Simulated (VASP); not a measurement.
MgO, 8 atoms in the cell. Symmetry: P6_3mc, No. 186, hexagonal system. The conventional cell has a = 3.256 Å, b = 3.256 Å, c = 9.820 Å, α = 90.00°, β = 90.00°, γ = 120.00°. Mg (site symmetry 3m) has 4 O at 1.86 to 1.97 Å within 2.5 Å. Within 2.5 Å of Mg (site symmetry 3m) lie 4 O at 1.88 to 1.97 Å. O (site symmetry 3m) has 4 Mg at 1.86 to 1.97 Å within 2.5 Å. Within 2.5 Å of O (site symmetry 3m) lie 4 Mg at 1.88 to 1.97 Å.  This cell differs from its parent crystal: volume 11.269 Å^3 an atom, c/a of the conventional cell 3.0163.

- Program: VASP 6.6.1
- Task: single point
- Functional: PBE
- Potentials or basis: VASP PAW PBE potentials, release 64 (Mg, O)
- Cutoff: 520 eV
- k mesh: 9 × 9 × 4
- Occupations: gaussian, width 0.05 eV
- Spin: no spin polarisation
- Dipole correction: no
- Further INCAR settings: ALGO = Normal; EDIFF = 1e-06; NBANDS = 26

Potentials or basis: VASP PAW PBE potentials, release 64 (Mg, O).

Run with:

```bash
$ cat potpaw_PBE.64/Mg/POTCAR potpaw_PBE.64/O/POTCAR > POTCAR
$ mpirun -np 1 vasp_std > vasp.out
```

Hardware: 1 thread of Intel(R) Xeon(R) 6975P-C (Granite Rapids), on a shared host.

**Question.** Estimate the wall time of this run.

**Answer.** It took 31 s on 1 thread of Intel(R) Xeon(R) 6975P-C (Granite Rapids), with other jobs on the host, peak memory 0.23 GiB. Counts: scf iterations 14, k points 36.
